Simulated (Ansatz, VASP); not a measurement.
**CdF2 in VASP and in Ansatz**

```xyz
3
Lattice="0.0000 2.6940 2.6940 2.6940 0.0000 2.6940 2.6940 2.6940 0.0000" Properties=species:S:1:pos:R:3 pbc="T T T"
Cd    0.0000    0.0000    0.0000
F     4.0410    4.0410    4.0410
F     1.3470    1.3470    1.3470
```

Alike in both runs: functional PBE; k mesh 9 × 9 × 9; occupations fermi-dirac, width 0.05 eV; non-collinear spin, spin-orbit coupling.

|  | VASP | Ansatz |
| --- | --- | --- |
| version | VASP 6.6.1 | Ansatz 0.2.0 |
| potentials or method | VASP PAW PBE potentials, release 64 (Cd, F) | Ansatz PAW |
| plane-wave cutoff (eV) | 520 | 420 |
| valence electrons in the cell | 26 | 34 |
| task | single point | band structure |

VASP gave:

* pressure (GPa): 6.2
* net moment per atom (μB): 0.00

Question: Which values does Ansatz return?

Answer: Pressure (GPa): 5.4; net moment per atom (μB): 0.00.

VASP's potentials hold 26 valence electrons a cell and Ansatz's 34, so a difference there can come from the potentials and not from the codes.
